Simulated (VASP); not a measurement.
A run of VASP 6.6.1 is set up as follows.

The input INCAR:

```
ALGO = Normal
EDIFF = 1E-6
ENCUT = 520
GGA = PE
ISIF = 2
ISMEAR = -1
LASPH = True
LCHARG = False
LREAL = False
LWAVE = False
NBANDS = 11
NELM = 100
PREC = Accurate
SIGMA = 0.03
```

Contents of KPOINTS:

```
k-points
0
Gamma
  15 15 15
```

Contents of POSCAR:

```
BAs
1.0
    0.0000000000      2.3397414207      2.3397414207
    2.3397414207      0.0000000000      2.3397414207
    2.3397414207      2.3397414207      0.0000000000
B As
1 1
Direct
    0.0000000000      0.0000000000      0.0000000000
    0.7500000000      0.7500000000      0.7500000000
```

Potentials or basis: VASP PAW PBE potentials, release 64 (B, As).

Run with:

```console
$ cat potpaw_PBE.64/B/POTCAR potpaw_PBE.64/As/POTCAR > POTCAR
$ mpirun -np 1 vasp_std > vasp.out
```

Task: What does it give for the band gap on the k mesh?

Result: 1.11 eV, indirect (least direct gap 3.36 eV).

Task: Predict the pressure.

Result: 13.7 GPa.

 A k mesh can miss the band edges.
